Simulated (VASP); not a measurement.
# Pb (Im-3m) in VASP: relaxation of cell and atoms with PBE

Aim: the relaxation of cell and atoms of Pb with PBE.

All numbers are computed with VASP 6.6.1; they aren't measurements. Logs are shortened: lines on timing, memory, paths and dates and some standing lists are left out, and cuts for length are marked.

## 1. The cell of the first run

Symmetry: Im-3m, No. 229, cubic system. Conventional cell: a = 3.996 Å, b = 3.996 Å, c = 3.996 Å, α = 90.00°, β = 90.00°, γ = 90.00°. Pb (site symmetry m-3m) has 14 Pb at 3.46 to 4.00 Å within 4.5 Å.

This isn't the form of Pb at room conditions, which is fcc.

## 2. Relaxation of cell and atoms, PBE, non-collinear spin, zero start, spin-orbit coupling

Contents of INCAR:

```
  PREC = Accurate
  ENCUT = 600
  EDIFF = 1E-6
  ISMEAR = -1
  SIGMA = 0.05
  LREAL = F
  LASPH = T
  NELM = 150
  ALGO = Normal
  ISIF = 3
  LWAVE = F
  LCHARG = F
  LNONCOLLINEAR = T
  MAGMOM = 0 0 0
  LORBIT = 11
  LSORBIT = T
  GGA_COMPAT = F
  LORBMOM = T
  GGA = PE
  IBRION = 2
  NSW = 60
  EDIFFG = -0.005
```

Contents of KPOINTS:

```
Automatic mesh
0
Gamma
  15 15 15
```

Contents of POSCAR:

```
Pb
1.0
   -1.9982067259      1.9982067259      1.9982067259
    1.9982067259     -1.9982067259      1.9982067259
    1.9982067259      1.9982067259     -1.9982067259
Pb
1
Direct
    0.0000000000      0.0000000000      0.0000000000
```

Potentials or basis: VASP PAW PBE potentials, release 64 (Pb_d).

Started as:

```sh
cat potpaw_PBE.64/Pb_d/POTCAR > POTCAR
mpirun -np 1 vasp_ncl > vasp.out
```

OUTCAR:

```text
PREC = Accurate
   ENCUT = 600
   EDIFF = 1E-6
   ISMEAR = -1
   LREAL = F
   LASPH = T
   NELM = 150
   ISIF = 3
   LNONCOLLINEAR = T
   LORBIT = 11
   LSORBIT = T
   GGA = PE
   IBRION = 2
   NSW = 60
   EDIFFG = -0.005

 ion  position               nearest neighbor table
   1  0.000  0.000  0.000-

  LATTYP: Found a body centered cubic cell.
 ALAT       =     3.9964134518

  Lattice vectors:

 A1 = (  -1.9982067259,   1.9982067259,   1.9982067259)
 A2 = (   1.9982067259,  -1.9982067259,   1.9982067259)
 A3 = (   1.9982067259,   1.9982067259,  -1.9982067259)

Analysis of symmetry for initial positions (statically):
=====================================================================
 Subroutine PRICEL returns:
 Original cell was already a primitive cell.

 Routine SETGRP: Setting up the symmetry group for a
 body centered cubic supercell.

 Subroutine GETGRP returns: Found 48 space group operations
 (whereof 48 operations were pure point group operations)
 out of a pool of 48 trial point group operations.

The static configuration has the point symmetry O_h .

Analysis of symmetry for dynamics (positions and initial velocities):
=====================================================================
 Subroutine PRICEL returns:
 Original cell was already a primitive cell.

 Routine SETGRP: Setting up the symmetry group for a
 body centered cubic supercell.

 Subroutine GETGRP returns: Found 48 space group operations
 (whereof 48 operations were pure point group operations)
 out of a pool of 48 trial point group operations.

The dynamic configuration has the point symmetry O_h .

Analysis of structural, dynamic, and magnetic symmetry:
=====================================================================
 Subroutine PRICEL returns:
 Original cell was already a primitive cell.

 Routine SETGRP: Setting up the symmetry group for a
 body centered cubic supercell.

 Subroutine GETGRP returns: Found 48 space group operations
 (whereof 48 operations were pure point group operations)
 out of a pool of 48 trial point group operations.

The overall configuration has the point symmetry O_h .

 Subroutine INISYM returns: Found 48 space group operations
 (whereof 48 operations are pure point group operations),
 and found     1 'primitive' translations

----------------------------------------------------------------------------------------

                                     Primitive cell

  volume of cell :      31.9140

  direct lattice vectors                    reciprocal lattice vectors
    -1.998206726  1.998206726  1.998206726     0.000000000  0.250224360  0.250224360
     1.998206726 -1.998206726  1.998206726     0.250224360  0.000000000  0.250224360
     1.998206726  1.998206726 -1.998206726     0.250224360  0.250224360  0.000000000

  length of vectors
     3.460995573  3.460995573  3.460995573     0.353870684  0.353870684  0.353870684

  position of ions in fractional coordinates (direct lattice)
     0.000000000  0.000000000  0.000000000

  ion indices of the primitive-cell ions
   primitive index   ion index
                 1           1

----------------------------------------------------------------------------------------

 KPOINTS: Automatic mesh

Automatic generation of k-mesh.
 Grid dimensions read from file:
 generate k-points for:   15   15   15

 Generating k-lattice:

  Cartesian coordinates                     Fractional coordinates (reciprocal lattice)
     0.000000000  0.016681624  0.016681624     0.066666667  0.000000000  0.000000000
     0.016681624  0.000000000  0.016681624     0.000000000  0.066666667  0.000000000
     0.016681624  0.016681624  0.000000000     0.000000000  0.000000000  0.066666667

[... 114 lines left out ...]
  -------------------------------------------------------------------------------------
  Total        0.0571831      0.0571831      0.0571831      0.0000000     -0.0000000      0.0000000
  in kB        2.8707598      2.8707598      2.8707598      0.0000000     -0.0000000      0.0000000
  external PRESSURE =       2.8707598 kB  Pullay stress =       0.0000000 kB

 VOLUME and BASIS-vectors are now :
 -----------------------------------------------------------------------------
  energy-cutoff  :      600.00
  volume of cell :       31.91
      direct lattice vectors                 reciprocal lattice vectors
    -1.998206726  1.998206726  1.998206726     0.000000000  0.250224360  0.250224360
     1.998206726 -1.998206726  1.998206726     0.250224360  0.000000000  0.250224360
     1.998206726  1.998206726 -1.998206726     0.250224360  0.250224360  0.000000000

 POSITION                                       TOTAL-FORCE (eV/Angst)
 -----------------------------------------------------------------------------------
      0.00000      0.00000      0.00000        -0.000000     -0.000000      0.000000
 -----------------------------------------------------------------------------------
    total drift:                                0.000000      0.000000      0.000000

  FREE ENERGIE OF THE ION-ELECTRON SYSTEM (eV)
  ---------------------------------------------------
  free  energy   TOTEN  =        -4.0780005285 eV

  energy  without entropy=       -4.0727557434  energy(sigma->0) =       -4.07537814

--------------------------------------- Ionic step        2  -------------------------------------------

 number of electron      13.9999997 magnetization       0.0000000     -0.0000000     -0.0000000

 number of electron      13.9999997 magnetization      -0.0000000      0.0000000      0.0000000

 Free energy of the ion-electron system (eV)
  ---------------------------------------------------
  ext. energy  EPLUGINS =         0.00000000
  ---------------------------------------------------
  free energy    TOTEN  =        -4.07822359 eV

  energy without entropy =       -4.07285508  energy(sigma->0) =       -4.07553934

 E-fermi :   6.5944     XC(G=0):  -9.8823

 val. band max:        6.5936864097   @ k =  -0.4667  -0.4667   0.2667
 cond. band min:       6.6227818603   @ k =  -0.4000  -0.4667   0.1333
 fundamental gap:      0.0290954506
 Fermi energy:         6.5943704570

 k-point     1 :       0.0000    0.0000    0.0000
  band No.  band energies     occupation
      1     -11.8185      1.00000
      2     -11.8185      1.00000
      3     -11.8185      1.00000
      4     -11.8185      1.00000
      5      -9.3611      1.00000
      6      -9.3611      1.00000
[... 589 lines left out ...]
     21      18.5766      0.00000
     22      18.5766      0.00000

 [... further k-points ...]

------------------------ aborting loop because EDIFF is reached ----------------------------------------

  FORCE on cell =-STRESS in cart. coord.  units (eV):
  Direction    XX          YY          ZZ          XY          YZ          ZX
  --------------------------------------------------------------------------------------
  -------------------------------------------------------------------------------------
  Total       -0.0046573     -0.0046573     -0.0046573      0.0000000      0.0000000      0.0000000
  in kB       -0.2318880     -0.2318880     -0.2318880      0.0000000      0.0000000      0.0000000
  external PRESSURE =      -0.2318880 kB  Pullay stress =       0.0000000 kB

 VOLUME and BASIS-vectors are now :
 -----------------------------------------------------------------------------
  energy-cutoff  :      600.00
  volume of cell :       32.18
      direct lattice vectors                 reciprocal lattice vectors
    -2.003719106  2.003719106  2.003719106     0.000000000  0.249535975  0.249535975
     2.003719106 -2.003719106  2.003719106     0.249535975  0.000000000  0.249535975
     2.003719106  2.003719106 -2.003719106     0.249535975  0.249535975  0.000000000

 POSITION                                       TOTAL-FORCE (eV/Angst)
 -----------------------------------------------------------------------------------
      2.00372      2.00372     -2.00372        -0.000000      0.000000     -0.000000
 -----------------------------------------------------------------------------------
    total drift:                                0.000000      0.000000     -0.000000

  FREE ENERGIE OF THE ION-ELECTRON SYSTEM (eV)
  ---------------------------------------------------
  free  energy   TOTEN  =        -4.0782235950 eV

  energy  without entropy=       -4.0728550754  energy(sigma->0) =       -4.07553934

 reached required accuracy - stopping structural energy minimisation

 orbital moment (x)

 # of ion     p       d       tot
 ----------------------------------------
  1         0.000   0.000   0.000
 ----------------------------------------
            0.000   0.000   0.000

 orbital moment (y)

 # of ion     p       d       tot
 ----------------------------------------
  1         0.000  -0.000  -0.000
 ----------------------------------------
            0.000  -0.000  -0.000

 orbital moment (z)

 # of ion     p       d       tot
 ----------------------------------------
  1         0.000   0.000   0.000
 ----------------------------------------
            0.000   0.000   0.000

 Spin-Orbit-Coupling matrix elements

 Ion:    1  E_soc:     -1.1665201
 l=   1
     0.0000000    -0.1269868    -0.1269868
    -0.1269868     0.0000000    -0.1269868
    -0.1269868    -0.1269868     0.0000000
 l=   2
     0.0000000    -0.0134514     0.0000000    -0.0134514    -0.0539818
    -0.0134514     0.0000000    -0.0404863    -0.0134514    -0.0134954
     0.0000000    -0.0404863     0.0000000    -0.0404863     0.0000000
    -0.0134514    -0.0134514    -0.0404863     0.0000000    -0.0134954
    -0.0539818    -0.0134954     0.0000000    -0.0134954     0.0000000
 l=   3
     0.0000000     0.0000000     0.0000000     0.0000000     0.0000000     0.0000000     0.0000000
     0.0000000     0.0000000     0.0000000     0.0000000     0.0000000     0.0000000     0.0000000
     0.0000000     0.0000000     0.0000000     0.0000000     0.0000000     0.0000000     0.0000000
     0.0000000     0.0000000     0.0000000     0.0000000     0.0000000     0.0000000     0.0000000
     0.0000000     0.0000000     0.0000000     0.0000000     0.0000000     0.0000000     0.0000000
     0.0000000     0.0000000     0.0000000     0.0000000     0.0000000     0.0000000     0.0000000
     0.0000000     0.0000000     0.0000000     0.0000000     0.0000000     0.0000000     0.0000000

 total charge

# of ion       s       p       d       tot
------------------------------------------
    1        1.395   0.740   9.809  11.944

 magnetization (x)

# of ion       s       p       d       tot
------------------------------------------
    1        0.000   0.000   0.000   0.000

 magnetization (y)

# of ion       s       p       d       tot
------------------------------------------
    1        0.000   0.000  -0.000   0.000

 magnetization (z)

# of ion       s       p       d       tot
------------------------------------------
    1       -0.000   0.000  -0.000  -0.000
```

It took 4.8 min on 1 thread of Oxide Virtual Turin-like, shared host; peak memory 0.31 GiB.

Results:

```
Free energy                                           : -4.0782 eV
Relaxed volume                                        : 32.18 Å³/atom
Relaxed cell                                          : a = 3.471 Å, b = 3.471 Å, c = 3.471 Å, α = 109.47°, β = 109.47°, γ = 109.47°
Space group after relaxing (to 0.1 Å)                 : Im-3m (No. 229)
Energy gained by relaxing                             : 0.2 meV/atom
Ionic steps                                           : 2
Pressure after relaxing                               : 0.0 GPa
Net moment                                            : 0.00 μB per cell
Valence electrons inside the program's atomic spheres : Pb 11.94
```

Step by step:
```tsv
step	energy change (eV)	largest force (eV/Å)	pressure (GPa)	volume (Å³)
1	0.0000	0.0000	0.29	31.91
2	-0.0002	0.0000	-0.02	32.18
```

Final structure:
```yaml
crystal:
  lattice:
    - [-2.00372, 2.00372, 2.00372]
    - [2.00372, -2.00372, 2.00372]
    - [2.00372, 2.00372, -2.00372]
  atoms:
    - { symbol: Pb, position: [0.00000, 0.00000, 0.00000] }
```

Moments on the atoms (μB; x, y, z):
```
Pb  0.00 0.00 0.00
```
